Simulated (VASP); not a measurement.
**Si3Sn: single point with HSE06**

Crystal: Si3Sn.

```
Si Sn
1.0
     4.18017    0.00000    0.00000
     0.00000    4.03764    0.00000
     0.00000    0.00000    5.74862
Si Sn
3 1
Direct
  0.50000 0.00000 0.77204
  0.50000 0.50000 0.00149
  0.00000 0.50000 0.22370
  0.00000 0.00000 0.50276
```

This cell differs from its parent crystal: uniaxial x strain +3.5%.

* Program: VASP 6.6.1
* Task: single point
* Functional: HSE06
* Potentials or basis: VASP PAW PBE potentials, release 64 (Si, Sn_d)
* Cutoff: 520 eV
* k mesh: 4 × 4 × 4
* Occupations: gaussian, width 0.01 eV
* Spin: no spin polarisation
* Dipole correction: no
* Grid for exact exchange (PRECFOCK): Normal
* Further INCAR settings: ALGO = Normal; EDIFF = 1e-06; NBANDS = 21
* Screening parameter: 0.2079 1/Å

* Pressure: -2.9 GPa
* Largest force: 0.009 eV/Å
* Band gap on the k mesh: 0.70 eV, direct

Forces in eV/Å, atoms in the order of the input:
```
Si   0.000  0.000  0.009
Si   0.000  0.000 -0.007
Si   0.000  0.000  0.005
Sn   0.000  0.000 -0.007
```

Stress tensor (GPa, compression positive):
```
-5.29  0.00  0.00
 0.00 -0.92  0.00
 0.00  0.00 -2.64
```

Levels at points of the mesh, in eV from the valence-band top:
```csv
k point,band 9,band 10,band 11,band 12,band 13,band 14,band 15,band 16,band 17,band 18
"(0.00, 0.00, 0.00)",-3.57,-3.21,-0.29,-0.28,0.00,0.70,1.15,2.09,2.71,3.07
"(0.50, 0.00, 0.00)",-6.15,-4.06,-3.76,-2.22,-0.98,2.06,3.41,4.86,5.14,5.40
"(0.00, 0.50, 0.00)",-6.16,-3.98,-3.73,-2.39,-1.30,1.69,2.97,4.65,4.86,5.11
"(0.50, 0.50, 0.00)",-8.23,-3.38,-3.13,-3.11,-2.85,0.78,1.06,1.13,1.61,9.15
"(0.00, 0.00, 0.50)",-4.14,-2.94,-2.66,-1.84,-1.42,1.00,1.40,3.24,3.88,5.83
"(0.50, 0.00, 0.50)",-7.39,-2.17,-1.45,-1.35,-0.79,1.17,1.58,3.45,3.79,4.01
"(0.00, 0.50, 0.50)",-7.39,-2.34,-1.54,-1.46,-1.11,0.75,1.28,3.51,3.51,3.74
"(0.50, 0.50, 0.50)",-8.03,-4.05,-4.04,-4.03,-3.96,4.66,4.68,4.83,4.87,5.00
```

Wall time 24 min on 1 thread of Intel(R) Xeon(R) 6975P-C (Granite Rapids) (shared host), peak memory 0.37 GiB.

Caveat: the cell differs from its parent crystal (uniaxial x strain +3.5%); the PAW data sets were made with another functional, which shifts forces and pressure a little; spin-orbit coupling is left out, which moves the levels of the heavy elements. A k mesh can miss the band edges.
